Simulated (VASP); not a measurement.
# LiF (I4/mmm) in VASP: a series of runs, part 2 of 2

VASP 6.6.1.

## 5. Single point, r2SCAN (strain -0.0050 x Voigt [0, 1, 0, 0, 0, 0])

Input file POSCAR:

```
LiF
1.0
    0.0000000000      2.0039300000      2.0140000000
    2.0140000000      0.0000000000      2.0140000000
    2.0140000000      2.0039300000      0.0000000000
Li F
1 1
Direct
    0.0000000000      0.0000000000      0.0000000000
    0.5000000000      0.5000000000      0.5000000000
```

Input file INCAR.step1:

```
PREC     = Accurate       # precision mode
ENCUT    = 520            # plane-wave cutoff, eV
ISMEAR   = 0              # smearing method
SIGMA    = 0.05           # smearing width, eV
LREAL    = F              # projectors in reciprocal space
LASPH    = T              # aspherical terms in the spheres
NELM     = 100            # most SCF steps
NBANDS   = 12             # bands
GGA      = PE             # functional
ALGO     = Normal         # electronic algorithm
EDIFF    = 1E-4           # SCF threshold, eV
LWAVE    = T              # write WAVECAR
LCHARG   = F              # write CHGCAR
```

Input file INCAR.step2:

```
PREC     = Accurate       # precision mode
ENCUT    = 520            # plane-wave cutoff, eV
EDIFF    = 1E-7           # SCF threshold, eV
ISMEAR   = 0              # smearing method
SIGMA    = 0.05           # smearing width, eV
LREAL    = F              # projectors in reciprocal space
LASPH    = T              # aspherical terms in the spheres
NELM     = 100            # most SCF steps
ALGO     = Normal         # electronic algorithm
ISIF     = 2              # what is computed and relaxed
LWAVE    = F              # write WAVECAR
LCHARG   = T              # write CHGCAR
METAGGA  = R2SCAN         # meta-GGA
LMIXTAU  = T            
LELF     = T              # ELF
LVHAR    = T            
NBANDS   = 12             # bands
ISTART   = 1
```

Input file KPOINTS:

```
regular mesh
0
Gamma
  10 10 10
```

Potentials or basis: VASP PAW PBE potentials, release 64 (Li_sv, F).

Launch:

```bash
$ cat potpaw_PBE.64/Li_sv/POTCAR potpaw_PBE.64/F/POTCAR > POTCAR
$ cp INCAR.step1 INCAR
$ mpirun -np 1 vasp_std > vasp.out
$ cp INCAR.step2 INCAR
$ mpirun -np 1 vasp_std > vasp.out
```

OUTCAR:

```text
PREC = Accurate
   ENCUT = 520
   EDIFF = 1E-7
   ISMEAR = 0
   LREAL = F
   LASPH = T
   NELM = 100
   ISIF = 2
   METAGGA = R2SCAN
   ISTART = 1

 ion  position               nearest neighbor table
   1  0.000  0.000  0.000-   2 2.00   2 2.00   2 2.01   2 2.01   2 2.01   2 2.01
   2  0.500  0.500  0.500-   1 2.00   1 2.00   1 2.01   1 2.01   1 2.01   1 2.01

  LATTYP: Found a body centered tetragonal cell.
 ALAT       =     2.8482261146
 C/A-ratio  =     1.4071424946

  Lattice vectors:

 A1 = (   0.0000000000,  -2.0039300000,   2.0140000000)
 A2 = (   0.0000000000,  -2.0039300000,  -2.0140000000)
 A3 = (   2.0140000000,   2.0039300000,   0.0000000000)

Analysis of symmetry for initial positions (statically):
=====================================================================
 Subroutine PRICEL returns:
 Original cell was already a primitive cell.

 Routine SETGRP: Setting up the symmetry group for a
 body centered tetragonal supercell.

 Subroutine GETGRP returns: Found 16 space group operations
 (whereof 16 operations were pure point group operations)
 out of a pool of 16 trial point group operations.

[... 176 lines left out ...]
      5      -1.6042      2.00000
      6       8.7139      0.00000
      7      23.9100      0.00000
      8      23.9100      0.00000
      9      23.9501      0.00000
     10      24.4971      0.00000
     11      24.4976      0.00000
     12      24.6330      0.00000
[... 331 lines left out ...]
 k-point    24 :       0.4000    0.3000   -0.0000
  band No.  band energies     occupation
      1     -43.6098      2.00000
      2     -22.2080      2.00000
      3      -3.9278      2.00000
      4      -2.4915      2.00000
      5      -2.3775      2.00000
      6      12.7026      0.00000
      7      16.3129      0.00000
      8      18.6333      0.00000
      9      20.2848      0.00000
     10      21.2909      0.00000
     11      34.1236      0.00000
     12      34.9258      0.00000

 [... further k-points ...]

------------------------ aborting loop because EDIFF is reached ----------------------------------------

  FORCE on cell =-STRESS in cart. coord.  units (eV):
  Direction    XX          YY          ZZ          XY          YZ          ZX
  --------------------------------------------------------------------------------------
  -------------------------------------------------------------------------------------
  Total       -0.2841547     -0.2389617     -0.2841547      0.0000000      0.0000000      0.0000000
  in kB      -28.0048942    -23.5508902    -28.0048942      0.0000000      0.0000000      0.0000000
  external PRESSURE =     -26.5202262 kB  Pullay stress =       0.0000000 kB

 VOLUME and BASIS-vectors are now :
 -----------------------------------------------------------------------------
  energy-cutoff  :      520.00
  volume of cell :       16.26
      direct lattice vectors                 reciprocal lattice vectors
     0.000000000  2.003930000  2.014000000    -0.248262165  0.249509713  0.248262165
     2.014000000  0.000000000  2.014000000     0.248262165 -0.249509713  0.248262165
     2.014000000  2.003930000  0.000000000     0.248262165  0.249509713 -0.248262165

 POSITION                                       TOTAL-FORCE (eV/Angst)
 -----------------------------------------------------------------------------------
      0.00000      0.00000      0.00000        -0.000000      0.000000      0.000000
      2.01400      2.00393      2.01400         0.000000     -0.000000     -0.000000
 -----------------------------------------------------------------------------------
    total drift:                               -0.000000     -0.000000      0.000000

  FREE ENERGIE OF THE ION-ELECTRON SYSTEM (eV)
  ---------------------------------------------------
  free  energy   TOTEN  =       -11.9001893690 eV

  energy  without entropy=      -11.9001893690  energy(sigma->0) =      -11.90018937
```

OUTCAR.step1:

```text
PREC = Accurate
   ENCUT = 520
   ISMEAR = 0
   LREAL = F
   LASPH = T
[... 584 lines left out ...]
 -----------------------------------------------------------------------------------
      0.00000      0.00000      0.00000        -0.000000     -0.000000      0.000000
      2.01400      2.00393      2.01400         0.000000      0.000000     -0.000000
 -----------------------------------------------------------------------------------
    total drift:                               -0.000000     -0.000000      0.000000

  FREE ENERGIE OF THE ION-ELECTRON SYSTEM (eV)
  ---------------------------------------------------
  free  energy   TOTEN  =        -9.6362096705 eV

  energy  without entropy=       -9.6362096705  energy(sigma->0) =       -9.63620967
```

OSZICAR.step1:

```text
N       E                     dE             d eps       ncg     rms          rms(c)
DAV:   1     0.313511003055E+02    0.31351E+02   -0.53320E+03  2592   0.841E+02
DAV:   2    -0.908243023606E+01   -0.40434E+02   -0.39562E+02  2904   0.188E+02
DAV:   3    -0.101365844509E+02   -0.10542E+01   -0.10519E+01  3244   0.265E+01
DAV:   4    -0.101467805304E+02   -0.10196E-01   -0.10195E-01  2792   0.275E+00
DAV:   5    -0.101469035840E+02   -0.12305E-03   -0.12305E-03  3228   0.226E-01    0.454E+00
DAV:   6    -0.962504553727E+01    0.52186E+00   -0.24894E+00  2756   0.980E+00    0.138E+00
DAV:   7    -0.962940366378E+01   -0.43581E-02   -0.18609E-02  3268   0.120E+00    0.859E-01
DAV:   8    -0.963618701732E+01   -0.67834E-02   -0.14971E-02  2944   0.127E+00    0.110E-01
DAV:   9    -0.963620967054E+01   -0.22653E-04   -0.93577E-04  2836   0.275E-01
   1 F= -.96362097E+01 E0= -.96362097E+01  d E =-.311518E-12
```

Wall time 28 s (1 thread of Intel Xeon 6975P-C (Granite Rapids), shared host); peak memory 0.14 GiB.

What came out:

| Quantity | Value |
| --- | --- |
| Free energy | -11.9002 eV |
| Band gap on the k mesh | 10.32 eV, direct |

Caveat: the cell differs from its parent crystal (strain -0.0050 x Voigt [0, 1, 0, 0, 0, 0]); the cutoff is under 1.25 times the usual one of these potentials, so pressure, stress and relaxed cells hold a basis-set (Pulay) error; the PAW data sets were made with another functional, which shifts forces and pressure a little. A k mesh can miss the band edges.

## 6. Single point, r2SCAN (strain +0.0150 x Voigt [0, 1, 0, 0, 0, 0])

Input file POSCAR:

```
LiF
1.0
    0.0000000000      2.0442100000      2.0140000000
    2.0140000000      0.0000000000      2.0140000000
    2.0140000000      2.0442100000      0.0000000000
Li F
1 1
Direct
    0.0000000000      0.0000000000      0.0000000000
    0.5000000000      0.5000000000      0.5000000000
```

Input file INCAR.step1:

```
PREC = Accurate
ENCUT = 520
ISMEAR = 0
SIGMA = 0.05
LREAL = False
LASPH = True
NELM = 80
NBANDS = 12
GGA = PE
ALGO = Normal
EDIFF = 1E-4
LWAVE = True
LCHARG = False
```

Input file INCAR.step2:

```
PREC = Accurate
ENCUT = 520
EDIFF = 1E-7
ISMEAR = 0
SIGMA = 0.05
LREAL = False
LASPH = True
NELM = 80
ALGO = Normal
ISIF = 2
LWAVE = False
LCHARG = True
METAGGA = R2SCAN
LMIXTAU = True
LELF = True
LVHAR = True
NBANDS = 12
ISTART = 1
```

KPOINTS is that of step 5.

Potentials or basis: VASP PAW PBE potentials, release 64 (Li_sv, F).

Launch:

```bash
$ cat potpaw_PBE.64/Li_sv/POTCAR potpaw_PBE.64/F/POTCAR > POTCAR
$ cp INCAR.step1 INCAR
$ mpirun -np 1 vasp_std > vasp.out
$ cp INCAR.step2 INCAR
$ mpirun -np 1 vasp_std > vasp.out
```

Run time: 29 s. Hardware: 1 thread of Intel Xeon 6975P-C (Granite Rapids), shared host; peak memory 0.14 GiB.

It converged, with:

```
Free energy            : -11.8941 eV
Band gap on the k mesh : 10.10 eV, direct
```

Levels at points of the mesh, in eV from the valence-band top:
```tsv
k point	band 3	band 4	band 5	band 6	band 7	band 8
(0.00, 0.00, 0.00)	-0.03	-0.03	0.00	10.10	25.23	25.35
(0.50, 0.00, 0.00)	-2.47	-0.27	-0.24	11.72	17.92	20.14
(0.50, 0.50, 0.00)	-2.96	-1.07	-0.97	15.98	17.28	18.89
(0.50, 0.00, 0.50)	-2.97	-0.98	-0.98	15.70	17.49	18.88
```

Caveat: the cell differs from its parent crystal (strain +0.0150 x Voigt [0, 1, 0, 0, 0, 0]); the cutoff is under 1.25 times the usual one of these potentials, so pressure, stress and relaxed cells hold a basis-set (Pulay) error; the PAW data sets were made with another functional, which shifts forces and pressure a little.

## 7. Overview

```csv
cell,gap on the mesh (eV)
"a = 2.820, b = 2.848 Å, angles 59.7, 60.7, 59.7°, 2 atoms",10.45
"a = 2.827, b = 2.848 Å, angles 59.8, 60.5, 59.8°, 2 atoms",10.41
"a = 2.834, b = 2.848 Å, angles 59.8, 60.3, 59.8°, 2 atoms",10.36
"a = 2.841, b = 2.848 Å, angles 59.9, 60.2, 59.9°, 2 atoms",10.32
"a = 2.870, b = 2.848 Å, angles 60.2, 59.5, 60.2°, 2 atoms",10.10
```

Alike in all rows: task single point; level r2SCAN; potentials or basis VASP PAW PBE potentials, release 64 (Li_sv, F); no spin polarisation; k mesh 10 × 10 × 10; cutoff (eV) 520; smearing gaussian 0.05 eV.

Caveats: the cutoff is under 1.25 times the usual one of these potentials, so pressure, stress and relaxed cells hold a basis-set (Pulay) error; the PAW data sets were made with another functional, which shifts forces and pressure a little.

Absolute energies hang on the potentials; compare differences alone.
